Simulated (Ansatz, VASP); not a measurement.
## Two plane-wave programs on PtS2

INCAR

```
PREC = Accurate ; ENCUT = 520
EDIFF = 1E-6 ; ISMEAR = 0
SIGMA = 0.05 ; LREAL = False
LASPH = True ; NELM = 60
ALGO = Normal ; ISIF = 2
LWAVE = False ; LCHARG = False
GGA = CA ; NBANDS = 18
```

The input KPOINTS:

```
regular mesh
0
Gamma
  12 12 8
```

The input POSCAR:

```
PtS2
1.0
    3.6430600273      0.0000000000      0.0000000000
   -1.8215300136      3.1549825311      0.0000000000
    0.0000000000      0.0000000000      4.7663471706
Pt S
1 2
Direct
    0.0000000000      0.0000000000      0.0000000000
    0.3333333333      0.6666666667      0.2500000000
    0.6666666667      0.3333333333      0.7500000000
```

Input for Ansatz:

```yaml
crystal:
  lattice:
    - [3.6430600273, 0.0, 0.0]
    - [-1.8215300136, 3.1549825311, 0.0]
    - [0.0, 0.0, 4.7663471706]
  atoms:
    - { symbol: Pt, position: [0.0, 0.0, 0.0] }
    - { symbol: S, position: [0.3333333333, 0.6666666667, 0.25] }
    - { symbol: S, position: [0.6666666667, 0.3333333333, 0.75] }
basis:
  ecutwfc: 420
kpoints:
  mp_grid: { grid: [12, 12, 8] }
hamiltonian:
  xc: lda
scf:
  occupations: { method: gaussian, width: 0.05 }
output:
  forces: true
  stress: true
  eigenvalues: true
```

Alike in both runs: task single point; functional LDA; k mesh 12 × 12 × 8; occupations gaussian, width 0.05 eV; no spin polarisation.

|  | VASP | Ansatz |
| --- | --- | --- |
| version | VASP 6.6.1 | Ansatz 0.2.0 |
| potentials or method | VASP PAW LDA potentials, release 64 (Pt, S), cutoff 520 eV | scalar-relativistic, plane waves, PAW |
| valence electrons in the cell | 22 | 30 |

```tsv
	VASP	Ansatz	Ansatz less VASP
gap on the k mesh at the Fermi level (eV)	0.10	0.09	-0.004
least direct gap on the mesh (eV)	0.59	0.59	0.000
pressure (GPa)	-8.5	-8.5	+0.02
traceless stress, the component that is largest in VASP (GPa)	2.85	2.84	-0.010
rms of the force components (eV/Å)	0.219	0.219	+0.0008
```

LDA's correlation is that of Perdew and Zunger in VASP and of Perdew and Wang (1992) in Ansatz. Atom by atom the forces differ by 0.001 eV/Å (rms over components). VASP's potentials hold 22 valence electrons a cell and Ansatz's 30, so a difference there can come from the potentials and not from the codes.

Neither program's run includes spin-orbit coupling.
